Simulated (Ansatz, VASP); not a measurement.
**CdS: VASP beside Ansatz**

The input INCAR:

```
PREC = Accurate ; ENCUT = 520
EDIFF = 1E-6 ; ISMEAR = 0
SIGMA = 0.01 ; LREAL = F
LASPH = T ; NELM = 60
ALGO = Normal ; ISIF = 2
LWAVE = F ; LCHARG = F
GGA = CA ; NBANDS = 26
```

File KPOINTS:

```
regular mesh
0
Gamma
  6 6 4
```

POSCAR

```
CdS
1.0
    4.1176626014      0.0000000000      0.0000000000
   -2.0588313007      3.5660004170      0.0000000000
    0.0000000000      0.0000000000      6.7061488353
Cd S
2 2
Direct
    0.3333333333      0.6666666667     -0.0006102424
    0.6666666667      0.3333333333      0.4993897576
    0.3333333333      0.6666666667      0.3756102424
    0.6666666667      0.3333333333      0.8756102424
```

Input for Ansatz:

```yaml
crystal:
  lattice:
    - [4.11766260138, 0.0, 0.0]
    - [-2.05883130069, 3.56600041701, 0.0]
    - [0.0, 0.0, 6.70614883527]
  atoms:
    - { symbol: Cd, position: [0.333333333333, 0.666666666667, -0.000610242351] }
    - { symbol: Cd, position: [0.666666666667, 0.333333333333, 0.499389757649] }
    - { symbol: S, position: [0.333333333333, 0.666666666667, 0.375610242351] }
    - { symbol: S, position: [0.666666666667, 0.333333333333, 0.875610242351] }
kpoints:
  mp_grid: { grid: [6, 6, 4] }
scf:
  occupations: { method: fixed }
  convergence: { dr2_threshold: 1.0e-10 }
hamiltonian:
  xc: lda
  pseudopotentials: { kind: all_electron, lapw: { basis_error: 0.0005 } }
output:
  forces: true
  stress: true
  eigenstates:
    kpoints:
      - [0.0, 0.0, 0.0]
      - [0.0, 0.0, -0.5]
      - [-0.5, 0.0, 0.0]
      - [-0.5, 0.5, 0.0]
      - [0.0, -0.5, 0.0]
      - [-0.5, 0.0, -0.5]
      - [-0.5, 0.5, -0.5]
      - [0.0, -0.5, -0.5]
  eigenvalues: true
```

Alike in both runs: task single point; functional LDA; k mesh 6 × 6 × 4; no spin polarisation.

```csv
,VASP,Ansatz
version,VASP 6.6.1,Ansatz 0.2.0
potentials or method,"VASP PAW LDA potentials, release 64 (Cd, S), cutoff 520 eV","all-electron LAPW, scalar-relativistic"
occupations,"gaussian, width 0.01 eV",fixed
```

```csv
,VASP,Ansatz,Ansatz less VASP
gap on the k mesh at the Fermi level (eV),0.98,0.95,-0.030
pressure (GPa),-1.5,-2.0,-0.46
```

LDA's correlation is that of Perdew and Zunger in VASP and of Perdew and Wang (1992) in Ansatz. Ansatz ran all-electron here, and VASP with PAW potentials.
